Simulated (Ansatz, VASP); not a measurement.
# Rh: VASP beside Ansatz

The input INCAR:

```
  PREC = Accurate
  ENCUT = 600
  EDIFF = 1E-6
  ISMEAR = 0
  SIGMA = 0.1
  LREAL = False
  LASPH = True
  NELM = 60
  ALGO = Normal
  ISIF = 3
  LWAVE = False
  LCHARG = False
  GGA = PE
  IBRION = 2
  NSW = 90
  EDIFFG = -0.04
```

The input KPOINTS:

```
regular mesh
0
Gamma
  6 6 6
```

File POSCAR:

```
Rh
1.0
    1.5688167880      0.9057567948      3.7566318419
   -1.5688167880      0.9057567948      3.7566318419
    0.0000000000     -1.8115135897      3.7566318419
Rh
2
Direct
    0.0577000000      0.0577000000      0.0577000000
    0.9423000000      0.9423000000      0.9423000000
```

Input for Ansatz:

```yaml
crystal:
  lattice:
    - [1.568816788, 0.9057567948, 3.7566318419]
    - [-1.568816788, 0.9057567948, 3.7566318419]
    - [0.0, -1.8115135897, 3.7566318419]
  atoms:
    - { symbol: Rh, position: [0.0577, 0.0577, 0.0577] }
    - { symbol: Rh, position: [0.9423, 0.9423, 0.9423] }
basis:
  ecutwfc: 420
kpoints:
  mp_grid: { grid: [6, 6, 6] }
hamiltonian:
  xc: pbe
scf:
  occupations: { method: gaussian, width: 0.1 }
  lower_state_search: "off"
output:
  forces: true
  stress: true
  eigenvalues: true
relax:
  adjacent_minimum: "off"
  f_tol: 0.04
  max_steps: 70
  cell: { stress_tol: 0.4 }
```

Alike in both runs: task relaxation of cell and atoms; functional PBE; k mesh 6 × 6 × 6; occupations gaussian, width 0.1 eV; no spin polarisation.

```csv
,VASP,Ansatz
version,VASP 6.6.1,Ansatz 0.2.0
potentials or method,"VASP PAW PBE potentials, release 64 (Rh_pv), cutoff 600 eV","scalar-relativistic, plane waves, PAW"
valence electrons in the cell,30,34
```

Ansatz gave:

- gap on the k mesh at the Fermi level, each at its own relaxed structure (eV): none
- relaxed volume (Å³/atom): 14.70
- relaxed cell length with the largest relative difference (Å): 4.929

Q: What did VASP give for the same quantities?

A: gap on the k mesh at the Fermi level, each at its own relaxed structure (eV): none; relaxed volume (Å³/atom): 14.08; relaxed cell length with the largest relative difference (Å): 4.665.

A gap of «none» marks a metal or a gap that the smearing closes. One of these differences is far larger than is usual between the two programs; its cause wasn't traced. VASP's potentials hold 30 valence electrons a cell and Ansatz's 34, so a difference there can come from the potentials and not from the codes.

The k mesh is coarse, so the values compare programs but aren't converged.
